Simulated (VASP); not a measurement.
Input of a VASP 6.6.1 run:

INCAR

```
ALGO = Normal ; EDIFF = 1E-6
ENCUT = 560 ; GGA = CA
GGA_COMPAT = F ; ISIF = 2
ISMEAR = -1 ; LASPH = T
LCHARG = T ; LELF = T
LREAL = F ; LVHAR = T
LWAVE = F ; NBANDS = 23
NELM = 120 ; PREC = Accurate
SIGMA = 0.1
```

File KPOINTS:

```
k-points
0
Gamma
  2 2 1
```

File POSCAR:

```
Ru
1.0
    2.6775346364      0.0000000000      0.0000000000
   -1.3387673182      2.3188130146      0.0000000000
    0.0000000000      0.0000000000      4.2181251212
Ru
2
Direct
    0.3333333333      0.6666666667      0.2500000000
    0.6666666667      0.3333333333      0.7500000000
```

Potentials or basis: VASP PAW LDA potentials, release 64 (Ru_sv).

Run with:

```console
$ cat potpaw_LDA.64/Ru_sv/POTCAR > POTCAR
$ mpirun -np 1 vasp_std > vasp.out
```

Task: What does it give for the band gap on the k mesh?

Result: Zero (bands 16 and 17 overlap by 2.71 eV).

Task: Estimate the pressure.

Result: 8.3 GPa.

Stress tensor (GPa, compression positive):
```
 2.36  0.00  0.00
 0.00  2.36  0.00
 0.00  0.00 20.19
```

Caveat: the k points lie up to 1.49 Å⁻¹ apart, too coarse for converged energies and pressures of a metal.
